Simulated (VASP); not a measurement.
Write the native input for VASP 6.6.1 that does the following.

```yaml
Task: relaxation of cell and atoms
Functional: PBEsol
Potentials_or_basis: VASP PAW PBE potentials, release 64 (Mg, O)
Cutoff: 600 eV
k_mesh: 10 × 10 × 10
Occupations: gaussian, width 0.01 eV
Spin: no spin polarisation
Target_pressure: 4 GPa
Dipole_correction: no
Further_INCAR_settings: ALGO = Normal; EDIFF = 1e-06; IBRION = 2; EDIFFG = -0.001; NSW = 80; ISIF = 3
```

The structure of MgO lies in POSCAR:

```
MgO
1.0
    0.0000000000      2.1070853427      2.1070853427
    2.1070853427      0.0000000000      2.1070853427
    2.1070853427      2.1070853427      0.0000000000
Mg O
1 1
Direct
    0.0000000000      0.0000000000      0.0000000000
    0.5000000000      0.5000000000      0.5000000000
```

These files were run (other wordings do the same):

INCAR

```
  ALGO = Normal
  EDIFF = 1E-6
  EDIFFG = -0.001
  ENCUT = 600
  GGA = PS
  IBRION = 2
  ISIF = 3
  ISMEAR = 0
  LASPH = T
  LCHARG = F
  LREAL = F
  LWAVE = F
  NELM = 100
  NSW = 80
  PREC = Accurate
  PSTRESS = 40.0
  SIGMA = 0.01
```

KPOINTS

```
k-points
0
Gamma
  10 10 10
```

Potentials or basis: VASP PAW PBE potentials, release 64 (Mg, O).

Launch:

```bash
$ cat potpaw_PBE.64/Mg/POTCAR potpaw_PBE.64/O/POTCAR > POTCAR
$ mpirun -np 1 vasp_std > vasp.out
```

It gave:

```yaml
Relaxed_volume: 9.09 Å³/atom
Relaxed_cell: a = 2.952 Å, b = 2.952 Å, c = 2.952 Å, α = 60.00°, β = 60.00°, γ = 60.00°
Space_group_after_relaxing_to_0.05_Å: Fm-3m (No. 225)
Energy_change_on_relaxing_the_enthalpy_is_what_falls: +2.6 meV/atom
Ionic_steps: 3
Pressure_after_relaxing: 4.0 GPa
Band_gap_on_the_k_mesh: 4.90 eV, direct
```

Caveat: the cell is relaxed towards a set pressure, so the enthalpy falls and the energy may rise; the PAW data sets were made with another functional, which shifts forces and pressure a little.

Wall time 14 s on 1 thread of AMD EPYC 7R13 Processor (Zen 3), on a shared host, peak memory 0.12 GiB.
